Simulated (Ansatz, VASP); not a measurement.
## Two plane-wave programs on BaTiO3

File POSCAR:

```
BaTiO3
1.0
    2.7761845994      1.6028281464      2.2764189382
   -2.7761845994      1.6028281464      2.2764189382
    0.0000000000     -3.2056562929      2.2764189382
Ba Ti O
1 1 3
Direct
    0.0000000000      0.0000000000      0.0000000000
    0.4845000000      0.4845000000      0.4845000000
    0.5086000000      0.5086000000      0.0175000000
    0.0175000000      0.5086000000      0.5086000000
    0.5086000000      0.0175000000      0.5086000000
```

The input INCAR.step1:

```
SYSTEM = BaTiO3
  ALGO = Normal
  EDIFF = 1E-5
  ENCUT = 660
  GGA = PE
  GGA_COMPAT = .False.
  ISMEAR = 0
  LASPH = .True.
  LCHARG = .False.
  LREAL = .False.
  LWAVE = .True.
  NBANDS = 28
  NELM = 120
  PREC = Accurate
  SIGMA = 0.01
```

File INCAR.step2:

```
SYSTEM = BaTiO3
  ALGO = Normal
  EDIFF = 1E-6
  ENCUT = 660
  GGA_COMPAT = .False.
  ISIF = 2
  ISMEAR = 0
  ISTART = 1
  LASPH = .True.
  LCHARG = .True.
  LELF = .True.
  LMIXTAU = .True.
  LREAL = .False.
  LVHAR = .True.
  LWAVE = .False.
  METAGGA = R2SCAN
  NBANDS = 28
  NELM = 120
  PREC = Accurate
  SIGMA = 0.01
```

File KPOINTS:

```
k-points
0
Gamma
  6 6 6
  0 0 0
```

Input for Ansatz:

```yaml
crystal:
  lattice:
    - [2.7761845993946976, 1.6028281464258007, 2.276418938232588]
    - [-2.7761845993946976, 1.6028281464258007, 2.276418938232588]
    - [0.0, -3.2056562928516015, 2.276418938232588]
  atoms:
    - { symbol: Ba, position: [0.0, 0.0, 0.0] }
    - { symbol: Ti, position: [0.4845, 0.4845, 0.4845] }
    - { symbol: O, position: [0.5086, 0.5086, 0.0175] }
    - { symbol: O, position: [0.0175, 0.5086, 0.5086] }
    - { symbol: O, position: [0.5086, 0.0175, 0.5086] }
basis:
  ecutwfc: 600.0
kpoints:
  mp_grid:
    grid: [6, 6, 6]
hamiltonian:
  xc: r2scan
scf:
  occupations:
    method: fixed
output:
  stress: true
```

Alike in both runs: task single point; functional r2SCAN; k mesh 6 × 6 × 6; no spin polarisation.

```csv
,VASP,Ansatz
version,VASP 6.6.1,Ansatz 0.2.0
potentials or method,"VASP PAW PBE potentials, release 64 (Ba_sv, Ti_sv, O), cutoff 660 eV","plane waves, PAW"
occupations,"gaussian, width 0.01 eV",fixed
valence electrons in the cell,40,40
```

Ansatz gave:

```
pressure (GPa)                                                : 13.2
traceless stress, the component that is largest in VASP (GPa) : -0.51
```

Question: Which values does VASP return?

Answer: Pressure (GPa): 15.4; traceless stress, the component that is largest in VASP (GPa): -0.61.

VASP's potentials were made for PBE, not for r2SCAN. Ansatz's warnings: structure snapped to symmetry.

Spin-orbit coupling is off throughout.
